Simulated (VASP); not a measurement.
# Mg3Te2 (P6/mmm) in VASP: single point with PBE

Aim: the single point of Mg3Te2 with PBE.

Everything below comes from runs of VASP 6.6.1. Logs are shortened: lines on timing, memory, paths and dates and some standing lists are left out, and cuts for length are marked.

## (1) The cell of the first run

The structure is hexagonal, space group P6/mmm (No. 191). The conventional cell has a = 5.833 Å, b = 5.833 Å, c = 6.129 Å, α = 90.00°, β = 90.00°, γ = 120.00°. Within 3.8 Å of Mg (site symmetry mmm) lie 4 Mg at 2.92 Å and 4 Te at 3.30 Å. Te (site symmetry 6mm) has 2 Te at 3.05 to 3.08 Å and 6 Mg at 3.30 Å within 4.0 Å.

## (2) Single point, PBE

The input, POSCAR:

```
Mg3Te2
1.0
    5.8326362679      0.0000000000      0.0000000000
   -2.9163181339      5.0512111790      0.0000000000
    0.0000000000      0.0000000000      6.1285001695
Mg Te
3 2
Direct
    0.5000000000      0.0000000000      0.5000000000
    0.0000000000      0.5000000000      0.5000000000
    0.5000000000      0.5000000000      0.5000000000
    0.0000000000      0.0000000000      0.2490260350
    0.0000000000      0.0000000000      0.7509739650
```

The input, INCAR.step1:

```
SYSTEM = Mg3Te2
PREC = Accurate ; ENCUT = 520
EDIFF = 1E-7 ; ISMEAR = 0
SIGMA = 0.1 ; LREAL = .FALSE.
LASPH = .TRUE. ; NELM = 80
ALGO = Normal ; ISIF = 2
LWAVE = .FALSE. ; LCHARG = .TRUE.
GGA = PE ; NBANDS = 17
```

The input, KPOINTS.step1:

```
Automatic mesh
0
G
  6 6 6
  0 0 0
```

The input, INCAR.step2:

```
SYSTEM = Mg3Te2
PREC = Accurate ; ENCUT = 520
EDIFF = 1E-7 ; ISMEAR = -5
SIGMA = 0.1 ; LREAL = .FALSE.
LASPH = .TRUE. ; NELM = 80
ALGO = Normal ; ISIF = 2
LWAVE = .FALSE. ; LCHARG = .FALSE.
GGA = PE ; LORBIT = 10
NEDOS = 1001 ; ICHARG = 11
```

The input, KPOINTS.step2:

```
Automatic mesh
0
G
  9 9 9
  0 0 0
```

Potentials or basis: VASP PAW PBE potentials, release 64 (Mg, Te).

The run is started by

```console
> cat potpaw_PBE.64/Mg/POTCAR potpaw_PBE.64/Te/POTCAR > POTCAR
> cp INCAR.step1 INCAR
> cp KPOINTS.step1 KPOINTS
> mpirun -np 1 vasp_std > vasp.out
> cp INCAR.step2 INCAR
> cp KPOINTS.step2 KPOINTS
> mpirun -np 1 vasp_std > vasp.out
```

OUTCAR:

```text
SYSTEM = Mg3Te2
   PREC = Accurate
   ENCUT = 520
   EDIFF = 1E-7
   ISMEAR = -5
   LREAL = .FALSE.
   LASPH = .TRUE.
   NELM = 80
   ISIF = 2
   GGA = PE
   LORBIT = 10
   ICHARG = 11

 ion  position               nearest neighbor table
   1  0.500  0.000  0.500-   3 2.92   3 2.92   2 2.92   2 2.92   4 3.30   4 3.30   5 3.30   5 3.30

   2  0.000  0.500  0.500-   1 2.92   1 2.92   3 2.92   3 2.92   4 3.30   5 3.30   4 3.30   5 3.30

   3  0.500  0.500  0.500-   1 2.92   1 2.92   2 2.92   2 2.92   4 3.30   5 3.30   4 3.30   5 3.30

   4  0.000  0.000  0.249-   5 3.05   5 3.08   2 3.30   2 3.30   3 3.30   3 3.30   1 3.30   1 3.30

   5  0.000  0.000  0.751-   4 3.05   4 3.08   2 3.30   2 3.30   3 3.30   3 3.30   1 3.30   1 3.30

  LATTYP: Found a hexagonal cell.
 ALAT       =     5.8326362679
 C/A-ratio  =     1.0507255875

  Lattice vectors:

 A1 = (   5.8326362679,   0.0000000000,   0.0000000000)
 A2 = (  -2.9163181339,   5.0512111790,   0.0000000000)
 A3 = (   0.0000000000,   0.0000000000,   6.1285001695)

Analysis of symmetry for initial positions (statically):
=====================================================================
 Subroutine PRICEL returns:
 Original cell was already a primitive cell.

 Routine SETGRP: Setting up the symmetry group for a
 hexagonal supercell.

 Subroutine GETGRP returns: Found 24 space group operations
 (whereof 24 operations were pure point group operations)
 out of a pool of 24 trial point group operations.

The static configuration has the point symmetry D_6h.

Analysis of symmetry for dynamics (positions and initial velocities):
=====================================================================
 Subroutine PRICEL returns:
 Original cell was already a primitive cell.

 Routine SETGRP: Setting up the symmetry group for a
 hexagonal supercell.

 Subroutine GETGRP returns: Found 24 space group operations
 (whereof 24 operations were pure point group operations)
 out of a pool of 24 trial point group operations.

The dynamic configuration has the point symmetry D_6h.

 Subroutine INISYM returns: Found 24 space group operations
 (whereof 24 operations are pure point group operations),
 and found     1 'primitive' translations

----------------------------------------------------------------------------------------

                                     Primitive cell

  volume of cell :     180.5571

  direct lattice vectors                    reciprocal lattice vectors
     5.832636268  0.000000000  0.000000000     0.171449059  0.098986160  0.000000000
    -2.916318134  5.051211179  0.000000000     0.000000000  0.197972321  0.000000000
     0.000000000  0.000000000  6.128500169     0.000000000  0.000000000  0.163172060

  length of vectors
     5.832636268  5.832636268  6.128500169     0.197972321  0.197972321  0.163172060

  position of ions in fractional coordinates (direct lattice)
     0.500000000  0.000000000  0.500000000
     1.000000000  0.500000000  0.500000000
     0.500000000  0.500000000  0.500000000
     0.000000000  0.000000000  0.249026035
     0.000000000  0.000000000  0.750973965

  ion indices of the primitive-cell ions
   primitive index   ion index
                 1           1
                 2           2
                 3           3
                 4           4
                 5           5

----------------------------------------------------------------------------------------

 KPOINTS: Automatic mesh

Automatic generation of k-mesh.
 Grid dimensions read from file:
 generate k-points for:    9    9    9

 Generating k-lattice:

  Cartesian coordinates                     Fractional coordinates (reciprocal lattice)
     0.019049895  0.010998462  0.000000000     0.111111111 -0.000000000  0.000000000
     0.000000000  0.021996925  0.000000000     0.000000000  0.111111111  0.000000000
     0.000000000  0.000000000  0.018130229     0.000000000  0.000000000  0.111111111

  Length of vectors
     0.021996925  0.021996925  0.018130229

  Shift w.r.t. Gamma in fractional coordinates (k-lattice)
     0.000000000  0.000000000  0.000000000

 TETIRR: Found    699 inequivalent tetrahedra from     4374

 Subroutine IBZKPT returns following result:
 ===========================================

 Found     60 irreducible k-points:

 Following reciprocal coordinates:
            Coordinates               Weight
  0.000000  0.000000  0.000000      1.000000
  0.111111  0.000000  0.000000      6.000000
  0.222222  0.000000  0.000000      6.000000
  0.333333  0.000000  0.000000      6.000000
  0.444444  0.000000  0.000000      6.000000
  0.111111  0.111111  0.000000      6.000000
[... 16 lines left out ...]
  0.333333  0.222222  0.111111     24.000000
  0.333333  0.333333  0.111111      4.000000
 [... further k-points ...]
   k-points           NKPTS =     60   k-points in BZ     NKDIM =     60   number of bands    NBANDS=     13
   number of dos      NEDOS =   1001   number of ions     NIONS =      5
   total plane-waves  NPLWV = 110592
   dimension x,y,z NGX =    48 NGY =   48 NGZ =   48
   dimension x,y,z NGXF=    96 NGYF=   96 NGZF=   96
   ions per type =               3   2
   NGX,Y,Z   is equivalent  to a cutoff of  13.68, 13.68, 13.02 a.u.
   NGXF,Y,Z  is equivalent  to a cutoff of  27.36, 27.36, 26.04 a.u.
 SYSTEM =  Mg3Te2
   PREC   = accura    normal or accurate (medium, high low for compatibility)
   ISTART =      0    job   : 0-new  1-cont  2-samecut
   ICHARG =     11    charge: 1-file 2-atom 10-const
   ISPIN  =      1    spin polarized calculation?
   LNONCOLLINEAR =      F non collinear calculations
   LSORBIT =      F    spin-orbit coupling
   LASPH  =      T    aspherical Exc in radial PAW
   ENCUT  =  520.0 eV  38.22 Ry    6.18 a.u.  10.84 10.84 11.39*2*pi/ulx,y,z
   NELM   =     80;   NELMIN=  2; NELMDL=  0     # of ELM steps
   EDIFF  = 0.1E-06   stopping-criterion for ELM
   LREAL  =      F    real-space projection
   EDIFFG = 0.1E-05   stopping-criterion for IOM
   NSW    =      0    number of steps for IOM
   IBRION =     -1    ionic relax: 0-MD 1-quasi-New 2-CG
   NFREE  =      0    steps in history (QN), initial steepest desc. (CG)
   ISIF   =      2    stress and relaxation
   ISYM   =      2    0-nonsym 1-usesym 2-fastsym
   POTIM  = 0.5000    time-step for ionic-motion
   TEBEG  =    0.0;   TEEND  =   0.0 temperature during run
   PSTRESS=    0.0 pullay stress
   NELECT =      18.0000    total number of electrons
   NUPDOWN=      -1.0000    fix difference up-down
   EMIN   =  10.00;   EMAX   =-10.00  energy-range for DOS
   EFERMI =   0.00;   METHOD = LEGACY
   ISMEAR =    -5;   SIGMA  =   0.10  broadening in eV -4-tet -1-fermi 0-gaus
   EFERMI_NEDOS =   21; number of points for ismear=-14 and -15
   IALGO  =     38    algorithm
   IMIX   =      4    mixing-type and parameters
     AMIX     =   0.40;   BMIX     =  1.00
     AMIX_MAG =   1.60;   BMIX_MAG =  1.00
  volume/ion in A,a.u.               =      36.11       243.69
  Fermi-wavevector in a.u.,A,eV,Ry     =   0.759091  1.434475  7.839948  0.576220
  Thomas-Fermi vector in A             =   1.857809
   LORBIT       =     10    0 simple, 1 ext, 2 COOP (PROOUT), +10 PAW based schemes
   GGA     = PE    functional components
   LHFCALC =     F    Hartree Fock is set to
   AEXX    =    0.0000 exact exchange contribution
   IVDW    =     0    specifies the selected vdW correction
   LEPSILON=     F    determine dielectric tensor
   LRPA    =     F    only Hartree local field effects (RPA)
 non-spin polarized calculation
 Fermi weights with tetrahedron method with Bloechl corrections
  energy-cutoff  :      520.00
  volume of cell :      180.56
 maximum number of plane-waves:      4886
 NGX is ok and might be reduce to    48

 number of electron      18.0000000 magnetization

 Free energy of the ion-electron system (eV)
  ---------------------------------------------------
  ext. energy  EPLUGINS =         0.00000000
  ---------------------------------------------------
  free energy    TOTEN  =       -11.32722753 eV

  energy without entropy =      -11.32722753  energy(sigma->0) =      -11.32722753

 E-fermi :   2.0938     XC(G=0):  -7.3165

 val. band max:        2.2235906031   @ k =   0.0000   0.0000   0.3333
 cond. band min:       1.9842900521   @ k =   0.3333   0.3333   0.4444
 fundamental gap:     -0.2393005510
 Fermi energy:         2.0938417199

 k-point     1 :       0.0000    0.0000    0.0000
  band No.  band energies     occupation
      1      -9.9619      2.00000
      2      -7.4803      2.00000
      3      -3.2688      2.00000
      4      -1.2809      2.00000
      5      -1.2809      2.00000
      6      -0.6099      2.00000
      7       1.1783      2.00000
      8       1.1783      2.00000
      9       2.1816      1.51294
     10       3.0944      0.00000
     11       3.0944      0.00000
     12       3.7992      0.00000
     13       5.5491      0.00000

 k-point     2 :       0.1111    0.0000    0.0000
  band No.  band energies     occupation
      1      -9.9545      2.00000
      2      -7.4762      2.00000
      3      -3.2549      2.00000
      4      -1.6373      2.00000
      5      -1.3188      2.00000
      6      -0.2025      2.00000
      7       1.0595      2.00000
      8       1.1591      2.00000
      9       1.7669      2.03507
     10       3.2497      0.00000
     11       3.7227      0.00000
[... 339 lines left out ...]
 k-point    24 :       0.3333    0.3333    0.1111
  band No.  band energies     occupation
      1      -9.8440      2.00000
      2      -7.5821      2.00000
      3      -2.7611      2.00000
      4      -2.3882      2.00000
      5      -2.3882      2.00000
      6       0.4919      2.00000
      7       0.4919      2.00000
      8       1.6681      2.00000
      9       1.6681      2.00000
     10       3.5822      0.00000
     11       5.0418      0.00000
     12       5.0418      0.00000
     13       5.0597      0.00000

 [... further k-points ...]

------------------------ aborting loop because EDIFF is reached ----------------------------------------

  FORCE on cell =-STRESS in cart. coord.  units (eV):
  Direction    XX          YY          ZZ          XY          YZ          ZX
  --------------------------------------------------------------------------------------
  -------------------------------------------------------------------------------------
  Total        0.2583195      0.2583195      0.4155258      0.0000000      0.0000000      0.0000000
  in kB        2.2922031      2.2922031      3.6871771      0.0000000      0.0000000      0.0000000
  external PRESSURE =       2.7571945 kB  Pullay stress =       0.0000000 kB

 VOLUME and BASIS-vectors are now :
 -----------------------------------------------------------------------------
  energy-cutoff  :      520.00
  volume of cell :      180.56
      direct lattice vectors                 reciprocal lattice vectors
     5.832636268  0.000000000  0.000000000     0.171449059  0.098986160  0.000000000
    -2.916318134  5.051211179  0.000000000     0.000000000  0.197972321  0.000000000
     0.000000000  0.000000000  6.128500169     0.000000000  0.000000000  0.163172060

 POSITION                                       TOTAL-FORCE (eV/Angst)
 -----------------------------------------------------------------------------------
      2.91632      0.00000      3.06425         0.000000      0.000000      0.000000
     -1.45816      2.52561      3.06425         0.000000      0.000000      0.000000
      1.45816      2.52561      3.06425         0.000000      0.000000      0.000000
      0.00000      0.00000      1.52616        -0.000000      0.000000     -0.066529
      0.00000      0.00000      4.60234         0.000000     -0.000000      0.066529
 -----------------------------------------------------------------------------------
    total drift:                                0.000000      0.000000     -0.000000

  FREE ENERGIE OF THE ION-ELECTRON SYSTEM (eV)
  ---------------------------------------------------
  free  energy   TOTEN  =       -11.3272275257 eV

  energy  without entropy=      -11.3272275257  energy(sigma->0) =      -11.32722753

 total charge

# of ion       s       p       d       tot
------------------------------------------
    1        0.216   0.109   0.012   0.337
    2        0.216   0.109   0.012   0.337
    3        0.216   0.109   0.012   0.337
    4        1.399   1.918   0.031   3.348
    5        1.399   1.918   0.031   3.348
--------------------------------------------------
tot          3.448   4.162   0.097   7.707
```

Run time: 95 s. Hardware: 1 thread of Intel Xeon 6975P-C (Granite Rapids), shared host; peak memory 0.39 GiB.

Results:

```yaml
Valence_electrons_inside_the_program's_atomic_spheres: Mg 0.34; Te 3.35
```

Caveat: spin-orbit coupling is left out, which moves the levels of the heavy elements; tetrahedron occupations give inexact forces and stress in metals.
